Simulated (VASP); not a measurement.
Input of a VASP 6.6.1 run:

Contents of INCAR:

```
ALGO = Fast
EDIFF = 1E-6
ENCUT = 520
GGA = PS
ISIF = 2
ISMEAR = 0
LASPH = True
LCHARG = False
LREAL = False
LWAVE = False
NBANDS = 12
NELM = 100
PREC = Accurate
SIGMA = 0.1
```

File KPOINTS:

```
k-points
0
Gamma
  6 6 6
```

POSCAR

```
Sc
1.0
    0.0000000000      2.5307160714      2.5307160714
    2.5307160714      0.0000000000      2.5307160714
    2.5307160714      2.5307160714      0.0000000000
Sc
1
Direct
    0.0000000000      0.0000000000      0.0000000000
```

Potentials or basis: VASP PAW PBE potentials, release 64 (Sc_sv).

Command:

```bash
$ cat potpaw_PBE.64/Sc_sv/POTCAR > POTCAR
$ mpirun -np 1 vasp_std > vasp.out
```

Problem. Predict the pressure.

Solution. -10.3 GPa.

Caveat: the PAW data sets were made with another functional, which shifts forces and pressure a little.
